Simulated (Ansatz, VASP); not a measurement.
Sc: VASP beside Ansatz

```xyz
1
Lattice="-0.0341 2.2535 2.2535 2.2535 -0.0341 2.2535 2.2535 2.2535 -0.0341" Properties=species:S:1:pos:R:3 pbc="T T T"
Sc    0.0000    0.0000    0.0000
```

Change from the starting cell: equal xy, yz and zx shear strains of -1.5 %.

Alike in both runs: task single point; functional PBE; k mesh 15 × 15 × 15; occupations fermi-dirac, width 0.03 eV; no spin polarisation.

|  | VASP | Ansatz |
| --- | --- | --- |
| version | VASP 6.6.1 | Ansatz 0.2.0 |
| potentials or method | VASP PAW PBE potentials, release 64 (Sc_sv), cutoff 520 eV | all-electron LAPW, scalar-relativistic |

|  | VASP | Ansatz | Ansatz less VASP |
| --- | --- | --- | --- |
| pressure (GPa) | 2.9 | 2.9 | -0.03 |
| traceless stress, the component that is largest in VASP (GPa) | 0.58 | 0.58 | -0.003 |

Ansatz ran all-electron here, and VASP with PAW potentials.
